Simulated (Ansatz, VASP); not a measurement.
**KMgF3: VASP beside Ansatz**

Contents of INCAR:

```
SYSTEM = KMgF3
  ALGO = Normal
  EDIFF = 1E-6
  ENCUT = 520
  GGA = CA
  ISIF = 2
  ISMEAR = 0
  LASPH = .True.
  LCHARG = .False.
  LREAL = .False.
  LWAVE = .False.
  NBANDS = 24
  NELM = 80
  PREC = Accurate
  SIGMA = 0.05
```

File KPOINTS:

```
k-points
0
Gamma
  6 6 6
  0 0 0
```

POSCAR

```
KMgF3
1.0
    3.9859000000      0.0000000000      0.0000000000
    0.0000000000      3.9859000000      0.0000000000
    0.0000000000      0.0000000000      3.9859000000
K Mg F
1 1 3
Direct
    0.5000000000      0.5000000000      0.5000000000
    0.0000000000      0.0000000000      0.0000000000
    0.5000000000      0.0443505094      0.0443505094
    0.0000000000      0.5443505094      0.0443505094
    0.0000000000      0.0443505094      0.5443505094
```

Input for Ansatz:

```yaml
crystal:
  lattice:
    - [3.9859, 0.0, 0.0]
    - [0.0, 3.9859, 0.0]
    - [0.0, 0.0, 3.9859]
  atoms:
    - { symbol: K, position: [0.5, 0.5, 0.5] }
    - { symbol: Mg, position: [0.0, 0.0, 0.0] }
    - { symbol: F, position: [0.5, 0.0443505094, 0.0443505094] }
    - { symbol: F, position: [0.0, 0.5443505094, 0.0443505094] }
    - { symbol: F, position: [0.0, 0.0443505094, 0.5443505094] }
basis:
  ecutwfc: 420
kpoints:
  mp_grid: { grid: [6, 6, 6] }
hamiltonian:
  xc: lda
scf:
  occupations: { method: gaussian, width: 0.05 }
output:
  forces: true
  stress: true
  eigenvalues: true
```

Change from the starting cell: all F atoms moved -0.250 Å, as atom 3 towards its neighbour atom 1 (K) at 2.818 Å.

Alike in both runs: task single point; functional LDA; k mesh 6 × 6 × 6; occupations gaussian, width 0.05 eV; no spin polarisation.

|  | VASP | Ansatz |
| --- | --- | --- |
| version | VASP 6.6.1 | Ansatz 0.2.0 |
| potentials or method | VASP PAW LDA potentials, release 64 (K_sv, Mg, F), cutoff 520 eV | scalar-relativistic, plane waves, PAW |
| valence electrons in the cell | 32 | 40 |

Ansatz gave:

* gap on the k mesh at the Fermi level (eV): 6.95
* least direct gap on the mesh (eV): 7.28
* pressure (GPa): -1.6
* traceless stress, the component that is largest in VASP (GPa): -2.96
* rms of the force components (eV/Å): 0.713

Question: What did VASP give for the same quantities?

Answer: gap on the k mesh at the Fermi level (eV): 6.92; least direct gap on the mesh (eV): 7.25; pressure (GPa): -2.2; traceless stress, the component that is largest in VASP (GPa): -3.07; rms of the force components (eV/Å): 0.735.

LDA's correlation is that of Perdew and Zunger in VASP and of Perdew and Wang (1992) in Ansatz. Atom by atom the forces differ by 0.023 eV/Å (rms over components). VASP's potentials hold 32 valence electrons a cell and Ansatz's 40, so a difference there can come from the potentials and not from the codes.
